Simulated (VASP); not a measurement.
# AlRu (Pm-3m) in VASP: notebook

The runs below take AlRu through single point, with PBEsol.

All numbers are computed with VASP 6.6.1; they aren't measurements. Logs are shortened: lines on timing, memory, paths and dates and some standing lists are left out, and cuts for length are marked.

### Step 1. The cell of the first run

Symmetry: Pm-3m, No. 221, cubic system. Conventional cell: a = 2.982 Å, b = 2.982 Å, c = 2.982 Å, α = 90.00°, β = 90.00°, γ = 90.00°. Within 3.4 Å of Al (site symmetry m-3m) lie 8 Ru at 2.58 Å and 6 Al at 2.98 Å. Ru (site symmetry m-3m) has 8 Al at 2.58 Å and 6 Ru at 2.98 Å within 3.4 Å.

### Step 2. Single point, PBEsol (volume scaled by 0.99)

The input, INCAR:

```
SYSTEM = AlRu
PREC = Accurate
ENCUT = 520
EDIFF = 1E-6
ISMEAR = -1
SIGMA = 0.05
LREAL = .FALSE.
LASPH = .TRUE.
NELM = 80
ALGO = Normal
ISIF = 2
LWAVE = .FALSE.
LCHARG = .TRUE.
GGA = PS
LELF = .TRUE.
LVHAR = .TRUE.
NBANDS = 16
```

The input, KPOINTS:

```
regular mesh
0
G
  12 12 12
  0 0 0
```

The input, POSCAR:

```
AlRu
1.0
    2.9815945741      0.0000000000      0.0000000000
    0.0000000000      2.9815945741      0.0000000000
    0.0000000000      0.0000000000      2.9815945741
Al Ru
1 1
Direct
    0.0000000000      0.0000000000      0.0000000000
    0.5000000000      0.5000000000      0.5000000000
```

Potentials or basis: VASP PAW PBE potentials, release 64 (Al, Ru_pv).

Command:

```sh
$ cat potpaw_PBE.64/Al/POTCAR potpaw_PBE.64/Ru_pv/POTCAR > POTCAR
$ mpirun -np 1 vasp_std > vasp.out
```

OUTCAR:

```text
SYSTEM = AlRu
   PREC = Accurate
   ENCUT = 520
   EDIFF = 1E-6
   ISMEAR = -1
   LREAL = .FALSE.
   LASPH = .TRUE.
   NELM = 80
   ISIF = 2
   GGA = PS

 ion  position               nearest neighbor table
   1  0.000  0.000  0.000-   2 2.58   2 2.58   2 2.58   2 2.58   2 2.58   2 2.58   2 2.58   2 2.58

   2  0.500  0.500  0.500-   1 2.58   1 2.58   1 2.58   1 2.58   1 2.58   1 2.58   1 2.58   1 2.58

  LATTYP: Found a simple cubic cell.
 ALAT       =     2.9815945741

  Lattice vectors:

 A1 = (   2.9815945741,   0.0000000000,   0.0000000000)
 A2 = (   0.0000000000,   2.9815945741,   0.0000000000)
 A3 = (   0.0000000000,   0.0000000000,   2.9815945741)

Analysis of symmetry for initial positions (statically):
=====================================================================
 Subroutine PRICEL returns:
 Original cell was already a primitive cell.

 Routine SETGRP: Setting up the symmetry group for a
 simple cubic supercell.

 Subroutine GETGRP returns: Found 48 space group operations
 (whereof 48 operations were pure point group operations)
 out of a pool of 48 trial point group operations.

The static configuration has the point symmetry O_h .

Analysis of symmetry for dynamics (positions and initial velocities):
=====================================================================
 Subroutine PRICEL returns:
 Original cell was already a primitive cell.

 Routine SETGRP: Setting up the symmetry group for a
 simple cubic supercell.

 Subroutine GETGRP returns: Found 48 space group operations
 (whereof 48 operations were pure point group operations)
 out of a pool of 48 trial point group operations.

The dynamic configuration has the point symmetry O_h .

 Subroutine INISYM returns: Found 48 space group operations
 (whereof 48 operations are pure point group operations),
 and found     1 'primitive' translations

----------------------------------------------------------------------------------------

                                     Primitive cell

  volume of cell :      26.5061

  direct lattice vectors                    reciprocal lattice vectors
     2.981594574  0.000000000  0.000000000     0.335391005  0.000000000  0.000000000
     0.000000000  2.981594574  0.000000000     0.000000000  0.335391005  0.000000000
     0.000000000  0.000000000  2.981594574     0.000000000  0.000000000  0.335391005

  length of vectors
     2.981594574  2.981594574  2.981594574     0.335391005  0.335391005  0.335391005

[... 74 lines left out ...]
   ISPIN  =      1    spin polarized calculation?
   LNONCOLLINEAR =      F non collinear calculations
   LSORBIT =      F    spin-orbit coupling
   LASPH  =      T    aspherical Exc in radial PAW
   ENCUT  =  520.0 eV  38.22 Ry    6.18 a.u.   5.54  5.54  5.54*2*pi/ulx,y,z
   NELM   =     80;   NELMIN=  2; NELMDL= -5     # of ELM steps
   EDIFF  = 0.1E-05   stopping-criterion for ELM
   LREAL  =      F    real-space projection
   EDIFFG = 0.1E-04   stopping-criterion for IOM
   NSW    =      0    number of steps for IOM
   IBRION =     -1    ionic relax: 0-MD 1-quasi-New 2-CG
   NFREE  =      0    steps in history (QN), initial steepest desc. (CG)
   ISIF   =      2    stress and relaxation
   ISYM   =      2    0-nonsym 1-usesym 2-fastsym
   POTIM  = 0.5000    time-step for ionic-motion
   TEBEG  =    0.0;   TEEND  =   0.0 temperature during run
   PSTRESS=    0.0 pullay stress
   NELECT =      17.0000    total number of electrons
   NUPDOWN=      -1.0000    fix difference up-down
   EMIN   =  10.00;   EMAX   =-10.00  energy-range for DOS
   EFERMI =   0.00;   METHOD = LEGACY
   ISMEAR =    -1;   SIGMA  =   0.05  broadening in eV -4-tet -1-fermi 0-gaus
   EFERMI_NEDOS =   21; number of points for ismear=-14 and -15
   IALGO  =     38    algorithm
   IMIX   =      4    mixing-type and parameters
     AMIX     =   0.40;   BMIX     =  1.00
     AMIX_MAG =   1.60;   BMIX_MAG =  1.00
  volume/ion in A,a.u.               =      13.25        89.44
  Fermi-wavevector in a.u.,A,eV,Ry     =   1.411809  2.667932 27.119188  1.993204
  Thomas-Fermi vector in A             =   2.533622
   LORBIT       =      0    0 simple, 1 ext, 2 COOP (PROOUT), +10 PAW based schemes
   GGA     = PS    functional components
   LHFCALC =     F    Hartree Fock is set to
   AEXX    =    0.0000 exact exchange contribution
   IVDW    =     0    specifies the selected vdW correction
   LEPSILON=     F    determine dielectric tensor
   LRPA    =     F    only Hartree local field effects (RPA)
 non-spin polarized calculation
  energy-cutoff  :      520.00
  volume of cell :       26.51
 maximum number of plane-waves:       739
 NGX is ok and might be reduce to    24
   NGX = 11   NGY = 11   NGZ = 11

 number of electron      16.9999995 magnetization

 Free energy of the ion-electron system (eV)
  ---------------------------------------------------
  ext. energy  EPLUGINS =         0.00000000
  ---------------------------------------------------
  free energy    TOTEN  =       -15.53209269 eV

  energy without entropy =      -15.52038866  energy(sigma->0) =      -15.52624067

 E-fermi :  10.7329     XC(G=0): -12.7393

 val. band max:       10.7324021538   @ k =   0.0833   0.0833   0.0000
 cond. band min:      10.7512745996   @ k =   0.2500   0.0833   0.0833
 fundamental gap:      0.0188724458
 Fermi energy:        10.7329352950

 k-point     1 :       0.0000    0.0000    0.0000
  band No.  band energies     occupation
      1     -30.9786      2.00000
      2     -30.9786      2.00000
      3     -30.9786      2.00000
      4       0.9961      2.00000
      5       7.0935      2.00000
      6       7.0935      2.00000
[... 433 lines left out ...]
      3     -30.9470      2.00000
      4       4.6794      2.00000
      5       6.7606      2.00000
      6       8.7973      2.00000
[... 8 lines left out ...]
     15      23.1747      0.00000
     16      26.0025      0.00000

 [... further k-points ...]
[... 5 lines left out ...]
  --------------------------------------------------------------------------------------
  -------------------------------------------------------------------------------------
  Total       -0.1997438     -0.1997438     -0.1997438      0.0000000      0.0000000     -0.0000000
  in kB      -12.0736401    -12.0736401    -12.0736401      0.0000000      0.0000000     -0.0000000
  external PRESSURE =     -12.0736401 kB  Pullay stress =       0.0000000 kB

 VOLUME and BASIS-vectors are now :
 -----------------------------------------------------------------------------
  energy-cutoff  :      520.00
  volume of cell :       26.51
      direct lattice vectors                 reciprocal lattice vectors
     2.981594574  0.000000000  0.000000000     0.335391005  0.000000000  0.000000000
     0.000000000  2.981594574  0.000000000     0.000000000  0.335391005  0.000000000
     0.000000000  0.000000000  2.981594574     0.000000000  0.000000000  0.335391005

 POSITION                                       TOTAL-FORCE (eV/Angst)
 -----------------------------------------------------------------------------------
      0.00000      0.00000      0.00000         0.000000      0.000000      0.000000
      1.49080      1.49080      1.49080         0.000000      0.000000      0.000000
 -----------------------------------------------------------------------------------
    total drift:                                0.000000     -0.000000     -0.000000

  FREE ENERGIE OF THE ION-ELECTRON SYSTEM (eV)
  ---------------------------------------------------
  free  energy   TOTEN  =       -15.5320926883 eV

  energy  without entropy=      -15.5203886607  energy(sigma->0) =      -15.52624067
```

Wall time 25 s (1 thread of Intel Xeon Platinum 8259CL at 2.50GHz (Skylake/Cascade Lake), shared host); peak memory 0.16 GiB.

Results:

| Item | Value |
| --- | --- |
| Free energy | -15.5321 eV |
| Pressure | -1.2 GPa |

Levels at points of the mesh, in eV from the Fermi level:
```
           k point  band 7  band 8  band 9  band 10  band 11  band 12
(0.00, 0.00, 0.00)    0.20    0.20    0.20     6.13     6.13     6.13
(0.50, 0.00, 0.00)   -1.62   -1.62    0.46     2.33     7.45    11.06
(0.50, 0.50, 0.00)   -1.37   -1.18   -1.18     1.56     5.35     6.39
(0.50, 0.50, 0.50)    1.65    1.65    2.67     4.13     4.13     4.13
```

Caveat: the PAW data sets were made with another functional, which shifts forces and pressure a little.

### Step 3. Single point, PBEsol (volume scaled by 1.01)

The input, INCAR:

```
SYSTEM = AlRu
  PREC = Accurate
  ENCUT = 520
  EDIFF = 1E-6
  ISMEAR = -1
  SIGMA = 0.05
  LREAL = .FALSE.
  LASPH = .TRUE.
  NELM = 80
  ALGO = Normal
  ISIF = 2
  LWAVE = .FALSE.
  LCHARG = .FALSE.
  GGA = PS
  NBANDS = 16
```

The input, KPOINTS:

```
Automatic mesh
0
G
  12 12 12
  0 0 0
```

The input, POSCAR:

```
AlRu
1.0
    3.0015389434      0.0000000000      0.0000000000
    0.0000000000      3.0015389434      0.0000000000
    0.0000000000      0.0000000000      3.0015389434
Al Ru
1 1
Direct
    0.0000000000      0.0000000000      0.0000000000
    0.5000000000      0.5000000000      0.5000000000
```

Potentials or basis: VASP PAW PBE potentials, release 64 (Al, Ru_pv).

Command:

```sh
$ cat potpaw_PBE.64/Al/POTCAR potpaw_PBE.64/Ru_pv/POTCAR > POTCAR
$ mpirun -np 1 vasp_std > vasp.out
```

Run time: 24 s. Hardware: 1 thread of Intel Xeon Platinum 8259CL at 2.50GHz (Skylake/Cascade Lake), shared host; peak memory 0.16 GiB.

The run converged. Its results:

| Item | Value |
| --- | --- |
| Free energy | -15.5213 eV |
| Pressure | -5.3 GPa |

Levels at points of the mesh, in eV from the Fermi level:
```
           k point  band 6  band 7  band 8  band 9  band 10  band 11  band 12  band 13
(0.00, 0.00, 0.00)   -3.53    0.19    0.19    0.19     6.03     6.03     6.03    10.94
(0.50, 0.00, 0.00)   -2.74   -1.57   -1.57    0.44     2.25     7.46    10.95    10.95
(0.50, 0.50, 0.00)   -1.35   -1.35   -1.14   -1.14     1.51     5.21     6.18    10.53
(0.50, 0.50, 0.50)   -4.57    1.60    1.60    2.55     4.08     4.08     4.08     8.49
```

Caveat: the PAW data sets were made with another functional, which shifts forces and pressure a little.

### Step 4. Single point, PBEsol (volume scaled by 1.02)

The input, INCAR:

```
  PREC = Accurate
  ENCUT = 520
  EDIFF = 1E-6
  ISMEAR = -1
  SIGMA = 0.05
  LREAL = F
  LASPH = T
  NELM = 80
  ALGO = Normal
  ISIF = 2
  LWAVE = F
  LCHARG = T
  GGA = PS
  LELF = T
  LVHAR = T
  NBANDS = 16
```

The input, KPOINTS:

```
Automatic mesh
0
Gamma
  12 12 12
```

The input, POSCAR:

```
AlRu
1.0
    3.0114124979      0.0000000000      0.0000000000
    0.0000000000      3.0114124979      0.0000000000
    0.0000000000      0.0000000000      3.0114124979
Al Ru
1 1
Direct
    0.0000000000      0.0000000000      0.0000000000
    0.5000000000      0.5000000000      0.5000000000
```

Command:

```sh
$ cat potpaw_PBE.64/Al/POTCAR potpaw_PBE.64/Ru_pv/POTCAR > POTCAR
$ mpirun -np 1 vasp_std > vasp.out
```

Run time: 27 s. Hardware: 1 thread of Intel Xeon Platinum 8259CL at 2.50GHz (Skylake/Cascade Lake), shared host; peak memory 0.16 GiB.

It converged, with:

- Free energy: -15.5109 eV
- Pressure: -7.2 GPa

Levels at points of the mesh, in eV from the Fermi level:
| k point | band 6 | band 7 | band 8 | band 9 | band 10 | band 11 | band 12 | band 13 |
| --- | --- | --- | --- | --- | --- | --- | --- | --- |
| (0.00, 0.00, 0.00) | -3.48 | 0.19 | 0.19 | 0.19 | 5.98 | 5.98 | 5.98 | 10.88 |
| (0.50, 0.00, 0.00) | -2.70 | -1.55 | -1.55 | 0.43 | 2.22 | 7.47 | 10.90 | 10.90 |
| (0.50, 0.50, 0.00) | -1.35 | -1.35 | -1.12 | -1.12 | 1.49 | 5.15 | 6.08 | 10.45 |
| (0.50, 0.50, 0.50) | -4.51 | 1.58 | 1.58 | 2.49 | 4.06 | 4.06 | 4.06 | 8.40 |

Caveat: the PAW data sets were made with another functional, which shifts forces and pressure a little.

### Step 5. The runs side by side

| cell | gap on the mesh (eV) | pressure (GPa) |
| --- | --- | --- |
| a = 2.982 Å, 2 atoms | none | -1.2 |
| a = 3.002 Å, 2 atoms | none | -5.3 |
| a = 3.011 Å, 2 atoms | none | -7.2 |

Alike in all rows: task single point; level PBEsol; potentials or basis VASP PAW PBE potentials, release 64 (Al, Ru_pv); no spin polarisation; k mesh 12 × 12 × 12; cutoff (eV) 520; smearing fermi-dirac 0.05 eV.

Caveats: the PAW data sets were made with another functional, which shifts forces and pressure a little.

Absolute energies hang on the potentials; compare differences alone.
